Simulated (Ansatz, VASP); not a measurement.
# One calculation of LiSi2, two programs

```
CELL_PARAMETERS angstrom
1.61384 0.93175 5.79366
-1.61384 0.93175 5.79366
0.00000 -1.86350 5.79366
ATOMIC_POSITIONS crystal
Li 0.00000 0.00000 0.00000
Si 0.78863 0.78863 0.78863
Si 0.21137 0.21137 0.21137
```

Alike in both runs: functional PBE; k mesh 18 × 18 × 18; occupations gaussian, width 0.1 eV; no spin polarisation.

Ansatz relaxed the structure, and its values are those at the end. VASP's run is a single point on that final structure, the one shown.

|  | VASP | Ansatz |
| --- | --- | --- |
| version | VASP 6.6.1 | Ansatz 0.2.0 |
| potentials or method | VASP PAW PBE potentials, release 64 (Li_sv, Si), cutoff 520 eV | scalar-relativistic, plane waves, PAW |
| valence electrons in the cell | 11 | 11 |

Ansatz gave:

| Quantity | Value |
| --- | --- |
| gap on the k mesh at the Fermi level (eV) | none |
| rms of the force components (eV/Å) | 0.003 |

**Question.** What did VASP give for the same quantities?

**Answer.** gap on the k mesh at the Fermi level (eV): none; rms of the force components (eV/Å): 0.012.

A gap of «none» marks a metal or a gap that the smearing closes. The functional is the same, so the differences come from potentials, cutoffs and numerics.

Noted on VASP's run: the cutoff is under 1.25 times that of the potentials, so the pressure is a little rough.
